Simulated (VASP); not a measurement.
# La4H (Pm-3m) in VASP: further runs, part 2 of 2

VASP 6.6.1. The steps go on from the part before.

**3. Relaxation of cell and atoms, PBE**

This run uses another cell than the first one, of 42.10 Å³/atom.

The input, INCAR:

```
SYSTEM = La4H
PREC = Accurate
ENCUT = 600
EDIFF = 1E-7
ISMEAR = 0
SIGMA = 0.1
LREAL = .FALSE.
LASPH = .TRUE.
NELM = 100
ALGO = Normal
ISIF = 3
LWAVE = .FALSE.
LCHARG = .FALSE.
GGA = PE
IBRION = 2
NSW = 100
EDIFFG = -0.01
```

The input, KPOINTS:

```
Automatic mesh
0
G
  6 6 6
  0 0 0
```

The input, POSCAR:

```
La4H
1.0
    5.9485410056      0.0000000000      0.0000000000
    0.0000000000      5.9485410056      0.0000000000
    0.0000000000      0.0000000000      5.9485410056
La H
4 1
Direct
    0.5000000000      0.5000000000      0.5000000000
    0.0000000000      0.5000000000      0.5000000000
    0.5000000000      0.0000000000      0.5000000000
    0.5000000000      0.5000000000      0.0000000000
    0.0000000000      0.0000000000      0.0000000000
```

Potentials or basis: VASP PAW PBE potentials, release 64 (La, H).

The run is started by

```console
$ cat potpaw_PBE.64/La/POTCAR potpaw_PBE.64/H/POTCAR > POTCAR
$ mpirun -np 1 vasp_std > vasp.out
```

OUTCAR:

```text
SYSTEM = La4H
   PREC = Accurate
   ENCUT = 600
   EDIFF = 1E-7
   ISMEAR = 0
   LREAL = .FALSE.
   LASPH = .TRUE.
   NELM = 100
   ISIF = 3
   GGA = PE
   IBRION = 2
   NSW = 100
   EDIFFG = -0.01

 ion  position               nearest neighbor table
   1  0.500  0.500  0.500-   2 2.97   3 2.97   4 2.97   4 2.97   3 2.97   2 2.97
   2  0.000  0.500  0.500-   1 2.97   1 2.97
   3  0.500  0.000  0.500-   1 2.97   1 2.97
   4  0.500  0.500  0.000-   1 2.97   1 2.97
   5  0.000  0.000  0.000-

  LATTYP: Found a simple cubic cell.
 ALAT       =     5.9485410056

  Lattice vectors:

 A1 = (   5.9485410056,   0.0000000000,   0.0000000000)
 A2 = (   0.0000000000,   5.9485410056,   0.0000000000)
 A3 = (   0.0000000000,   0.0000000000,   5.9485410056)

Analysis of symmetry for initial positions (statically):
=====================================================================
 Subroutine PRICEL returns:
 Original cell was already a primitive cell.

 Routine SETGRP: Setting up the symmetry group for a
 simple cubic supercell.

 Subroutine GETGRP returns: Found 48 space group operations
 (whereof 48 operations were pure point group operations)
 out of a pool of 48 trial point group operations.

The static configuration has the point symmetry O_h .

Analysis of symmetry for dynamics (positions and initial velocities):
=====================================================================
 Subroutine PRICEL returns:
 Original cell was already a primitive cell.

 Routine SETGRP: Setting up the symmetry group for a
 simple cubic supercell.

 Subroutine GETGRP returns: Found 48 space group operations
 (whereof 48 operations were pure point group operations)
 out of a pool of 48 trial point group operations.

The dynamic configuration has the point symmetry O_h .

 Subroutine INISYM returns: Found 48 space group operations
 (whereof 48 operations are pure point group operations),
 and found     1 'primitive' translations

----------------------------------------------------------------------------------------

                                     Primitive cell

  volume of cell :     210.4900

  direct lattice vectors                    reciprocal lattice vectors
     5.948541006  0.000000000  0.000000000     0.168108449  0.000000000  0.000000000
     0.000000000  5.948541006  0.000000000     0.000000000  0.168108449  0.000000000
     0.000000000  0.000000000  5.948541006     0.000000000  0.000000000  0.168108449

  length of vectors
     5.948541006  5.948541006  5.948541006     0.168108449  0.168108449  0.168108449

  position of ions in fractional coordinates (direct lattice)
     0.500000000  0.500000000  0.500000000
     0.000000000  0.500000000  0.500000000
     0.500000000  0.000000000  0.500000000
     0.500000000  0.500000000  0.000000000
     0.000000000  0.000000000  0.000000000

  ion indices of the primitive-cell ions
   primitive index   ion index
                 1           1
                 2           2
                 3           3
                 4           4
                 5           5

----------------------------------------------------------------------------------------

 KPOINTS: Automatic mesh

Automatic generation of k-mesh.
 Grid dimensions read from file:
 generate k-points for:    6    6    6

 Generating k-lattice:

  Cartesian coordinates                     Fractional coordinates (reciprocal lattice)
     0.028018075  0.000000000  0.000000000     0.166666667  0.000000000  0.000000000
     0.000000000  0.028018075  0.000000000     0.000000000  0.166666667  0.000000000
     0.000000000  0.000000000  0.028018075     0.000000000  0.000000000  0.166666667

  Length of vectors
     0.028018075  0.028018075  0.028018075

  Shift w.r.t. Gamma in fractional coordinates (k-lattice)
     0.000000000  0.000000000  0.000000000

 Subroutine IBZKPT returns following result:
 ===========================================

 Found     20 irreducible k-points:

 Following reciprocal coordinates:
            Coordinates               Weight
  0.000000  0.000000  0.000000      1.000000
  0.166667  0.000000  0.000000      6.000000
  0.333333  0.000000  0.000000      6.000000
  0.500000  0.000000  0.000000      3.000000
  0.166667  0.166667  0.000000     12.000000
  0.333333  0.166667  0.000000     24.000000
[... 12 lines left out ...]
  0.500000  0.500000  0.333333      6.000000
  0.500000  0.500000  0.500000      1.000000
   k-points           NKPTS =     20   k-points in BZ     NKDIM =     20   number of bands    NBANDS=     27
   number of dos      NEDOS =    301   number of ions     NIONS =      5
   total plane-waves  NPLWV = 110592
   dimension x,y,z NGX =    48 NGY =   48 NGZ =   48
   dimension x,y,z NGXF=    96 NGYF=   96 NGZF=   96
   ions per type =               4   1
   NGX,Y,Z   is equivalent  to a cutoff of  13.41, 13.41, 13.41 a.u.
   NGXF,Y,Z  is equivalent  to a cutoff of  26.83, 26.83, 26.83 a.u.
 SYSTEM =  La4H
   PREC   = accura    normal or accurate (medium, high low for compatibility)
   ISTART =      0    job   : 0-new  1-cont  2-samecut
   ICHARG =      2    charge: 1-file 2-atom 10-const
   ISPIN  =      1    spin polarized calculation?
   LNONCOLLINEAR =      F non collinear calculations
   LSORBIT =      F    spin-orbit coupling
   LASPH  =      T    aspherical Exc in radial PAW
   ENCUT  =  600.0 eV  44.10 Ry    6.64 a.u.  11.88 11.88 11.88*2*pi/ulx,y,z
   NELM   =    100;   NELMIN=  2; NELMDL= -5     # of ELM steps
   EDIFF  = 0.1E-06   stopping-criterion for ELM
   LREAL  =      F    real-space projection
   EDIFFG = -.1E-01   stopping-criterion for IOM
   NSW    =    100    number of steps for IOM
   IBRION =      2    ionic relax: 0-MD 1-quasi-New 2-CG
   NFREE  =      1    steps in history (QN), initial steepest desc. (CG)
   ISIF   =      3    stress and relaxation
   ISYM   =      2    0-nonsym 1-usesym 2-fastsym
   POTIM  = 0.5000    time-step for ionic-motion
   TEBEG  =    0.0;   TEEND  =   0.0 temperature during run
   PSTRESS=    0.0 pullay stress
   NELECT =      45.0000    total number of electrons
   NUPDOWN=      -1.0000    fix difference up-down
   EMIN   =  10.00;   EMAX   =-10.00  energy-range for DOS
   EFERMI =   0.00;   METHOD = LEGACY
   ISMEAR =     0;   SIGMA  =   0.10  broadening in eV -4-tet -1-fermi 0-gaus
   EFERMI_NEDOS =   21; number of points for ismear=-14 and -15
   IALGO  =     38    algorithm
   IMIX   =      4    mixing-type and parameters
     AMIX     =   0.40;   BMIX     =  1.00
     AMIX_MAG =   1.60;   BMIX_MAG =  1.00
  volume/ion in A,a.u.               =      42.10       284.09
  Fermi-wavevector in a.u.,A,eV,Ry     =   0.978893  1.849839 13.037530  0.958231
  Thomas-Fermi vector in A             =   2.109704
   LORBIT       =      0    0 simple, 1 ext, 2 COOP (PROOUT), +10 PAW based schemes
   GGA     = PE    functional components
   LHFCALC =     F    Hartree Fock is set to
   AEXX    =    0.0000 exact exchange contribution
   IVDW    =     0    specifies the selected vdW correction
   LEPSILON=     F    determine dielectric tensor
   LRPA    =     F    only Hartree local field effects (RPA)
 conjugate gradient relaxation of ions
 non-spin polarized calculation
 Gauss-broadening in eV      SIGMA  =   0.10
  energy-cutoff  :      600.00
  volume of cell :      210.49
 maximum number of plane-waves:      7088
 NGX is ok and might be reduce to    48
   NGX = 23   NGY = 23   NGZ = 23

--------------------------------------- Ionic step        1  -------------------------------------------

 number of electron      44.9999997 magnetization

 Free energy of the ion-electron system (eV)
  ---------------------------------------------------
  ext. energy  EPLUGINS =         0.00000000
  ---------------------------------------------------
  free energy    TOTEN  =       -17.75901962 eV

  energy without entropy =      -17.71576179  energy(sigma->0) =      -17.73739070

------------------------ aborting loop because EDIFF is reached ----------------------------------------

  FORCE on cell =-STRESS in cart. coord.  units (eV):
  Direction    XX          YY          ZZ          XY          YZ          ZX
  --------------------------------------------------------------------------------------
  -------------------------------------------------------------------------------------
  Total        0.2552481      0.2552481      0.2552481     -0.0000000      0.0000000     -0.0000000
  in kB        1.9428606      1.9428606      1.9428606     -0.0000000      0.0000000     -0.0000000
  external PRESSURE =       1.9428606 kB  Pullay stress =       0.0000000 kB
[... 63 lines left out ...]
  energy  without entropy=      -17.7165005338  energy(sigma->0) =      -17.73834489

--------------------------------------- Ionic step        3  -------------------------------------------

 number of electron      44.9999995 magnetization

 Free energy of the ion-electron system (eV)
  ---------------------------------------------------
  ext. energy  EPLUGINS =         0.00000000
  ---------------------------------------------------
  free energy    TOTEN  =       -17.76026734 eV

  energy without entropy =      -17.71643807  energy(sigma->0) =      -17.73835271

 E-fermi :   4.6486     XC(G=0):  -7.9150

 val. band max:        4.6417574252   @ k =   0.5000   0.5000   0.1667
 cond. band min:       4.6581146290   @ k =   0.5000   0.5000   0.1667
 fundamental gap:      0.0163572039
 Fermi energy:         4.6486033700

 k-point     1 :       0.0000    0.0000    0.0000
  band No.  band energies     occupation
      1     -28.8983      2.00000
      2     -28.6732      2.00000
      3     -28.6732      2.00000
      4     -27.1407      2.00000
      5     -13.8359      2.00000
      6     -13.8359      2.00000
[... 621 lines left out ...]
  FREE ENERGIE OF THE ION-ELECTRON SYSTEM (eV)
  ---------------------------------------------------
  free  energy   TOTEN  =       -17.7602673426 eV

  energy  without entropy=      -17.7164380678  energy(sigma->0) =      -17.73835271

 reached required accuracy - stopping structural energy minimisation
```

OSZICAR:

```text
N       E                     dE             d eps       ncg     rms          rms(c)
DAV:   1     0.645362544229E+03    0.64536E+03   -0.16617E+04  1080   0.224E+03
DAV:   2     0.185410530881E+03   -0.45995E+03   -0.45209E+03  1680   0.424E+02
DAV:   3     0.342197996908E+01   -0.18199E+03   -0.18083E+03  1856   0.303E+02
[... 43 lines left out ...]
DAV:   6    -0.177602691443E+02    0.12235E-05   -0.52491E-06  2050   0.155E-02    0.322E-03
DAV:   7    -0.177602682654E+02    0.87889E-06   -0.16075E-06  1656   0.813E-03    0.187E-03
DAV:   8    -0.177602671902E+02    0.10752E-05   -0.72862E-07  1365   0.649E-03    0.525E-04
DAV:   9    -0.177602673890E+02   -0.19880E-06   -0.12894E-07   952   0.645E-03    0.253E-04
DAV:  10    -0.177602673426E+02    0.46392E-07   -0.49544E-08   855   0.360E-03
   3 F= -.17760267E+02 E0= -.17738353E+02  d E =-.124772E-02
```

CONTCAR:

```text
La4H
   1.00000000000000
     5.9680427448684981   -0.0000000000000000   -0.0000000000000000
    -0.0000000000000000    5.9680427448684981   -0.0000000000000000
     0.0000000000000000    0.0000000000000000    5.9680427448684981
  La              H
     4     1
Direct
     0.5000000000000000    0.5000000000000000    0.5000000000000000
     0.0000000000000000    0.5000000000000000    0.5000000000000000
     0.5000000000000000    0.0000000000000000    0.5000000000000000
     0.5000000000000000    0.5000000000000000    0.0000000000000000
     0.0000000000000000    0.0000000000000000    0.0000000000000000

  0.00000000E+00  0.00000000E+00  0.00000000E+00
  0.00000000E+00  0.00000000E+00  0.00000000E+00
  0.00000000E+00  0.00000000E+00  0.00000000E+00
  0.00000000E+00  0.00000000E+00  0.00000000E+00
  0.00000000E+00  0.00000000E+00  0.00000000E+00
```

It took 5.7 min on 1 thread of Intel Xeon 6975P-C (Granite Rapids), shared host; peak memory 0.42 GiB.

What came out:

```yaml
Free_energy: -17.7603 eV
Relaxed_volume: 42.51 Å³/atom
Relaxed_cell: a = 5.968 Å, b = 5.968 Å, c = 5.968 Å, α = 90.00°, β = 90.00°, γ = 90.00°
Space_group_after_relaxing_to_0.1_Å: Pm-3m (No. 221)
Energy_gained_by_relaxing: 0.2 meV/atom
Ionic_steps: 3
Pressure_after_relaxing: 0.0 GPa
Band_gap_on_the_k_mesh: zero (an odd number of electrons rules out a gap without spin polarisation)
```

Step by step:
```csv
step,energy change (eV),largest force (eV/Å),pressure (GPa),volume (Å³)
1,0.0000,0.0000,0.19,210.49
2,-0.0012,0.0000,0.05,212.05
3,-0.0012,0.0000,0.00,212.57
```

Final structure:
```
La H
1.0
     5.96804    0.00000    0.00000
     0.00000    5.96804    0.00000
     0.00000    0.00000    5.96804
La H
4 1
Cartesian
  2.9840 2.9840 2.9840
  0.0000 2.9840 2.9840
  2.9840 0.0000 2.9840
  2.9840 2.9840 0.0000
  0.0000 0.0000 0.0000
```

Caveat: spin-orbit coupling is left out, which moves the levels of the heavy elements.
